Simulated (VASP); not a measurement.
A run of VASP 6.6.1 is set up as follows.

File INCAR:

```
PREC = Accurate
ENCUT = 520
EDIFF = 1E-7
ISMEAR = -1
SIGMA = 0.02
LREAL = F
LASPH = T
NELM = 80
ALGO = Normal
ISIF = 2
LWAVE = F
LCHARG = F
GGA = PE
NBANDS = 11
```

File KPOINTS:

```
Automatic mesh
0
Gamma
  10 10 10
```

File POSCAR:

```
MgO
1.0
   -0.0186088284      2.1045802612      2.1045802612
    2.1045802612     -0.0186088284      2.1045802612
    2.1045802612      2.1045802612     -0.0186088284
Mg O
1 1
Direct
    0.0000000000      0.0000000000      0.0000000000
    0.5000000000      0.5000000000      0.5000000000
```

Potentials or basis: VASP PAW PBE potentials, release 64 (Mg, O).

Run with:

```console
$ cat potpaw_PBE.64/Mg/POTCAR potpaw_PBE.64/O/POTCAR > POTCAR
$ mpirun -np 1 vasp_std > vasp.out
```

Q: Predict the pressure.

A: 2.1 GPa.

Q: What does it give for the band gap on the k mesh?

A: 4.55 eV, direct.

Stress tensor (GPa, compression positive):
```
2.14 1.26 1.26
1.26 2.14 1.26
1.26 1.26 2.14
```

Caveat: the cell differs from its parent crystal (epitaxial 111 strain +1.0%).
